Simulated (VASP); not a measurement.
ZnS: single point with PBE

ZnS:

```
Zn S
1.0
     0.00000    2.63037    2.63037
     2.63037    0.00000    2.63037
     2.63037    2.63037    0.00000
Zn S
1 1
Direct
  0.00000 0.00000 0.00000
  0.25000 0.25000 0.25000
```

```
Program             : VASP 6.6.1
Task                : single point
Functional          : PBE
Potentials or basis : VASP PAW PBE potentials, release 64 (Zn, S)
Cutoff              : 500 eV
k mesh              : 3 × 3 × 3
Occupations         : gaussian, width 0.01 eV
Spin                : no spin polarisation
```

The pressure is 10.7 GPa. The band gap on the k mesh is 2.45 eV, direct.

Levels at points of the mesh, in eV from the valence-band top:
| k point | band 5 | band 6 | band 7 | band 8 | band 9 | band 10 | band 11 | band 12 | band 13 | band 14 |
| --- | --- | --- | --- | --- | --- | --- | --- | --- | --- | --- |
| (0.00, 0.00, 0.00) | -6.19 | -6.19 | 0.00 | 0.00 | 0.00 | 2.45 | 6.27 | 6.27 | 6.27 | 11.81 |

Wall time 9.7 s on 1 thread of Intel Xeon 8259CL (shared host), peak memory 0.15 GiB.

Caveat: the k points lie up to 0.69 Å⁻¹ apart. PBE gaps usually lie below the measured ones, often by a third to a half.
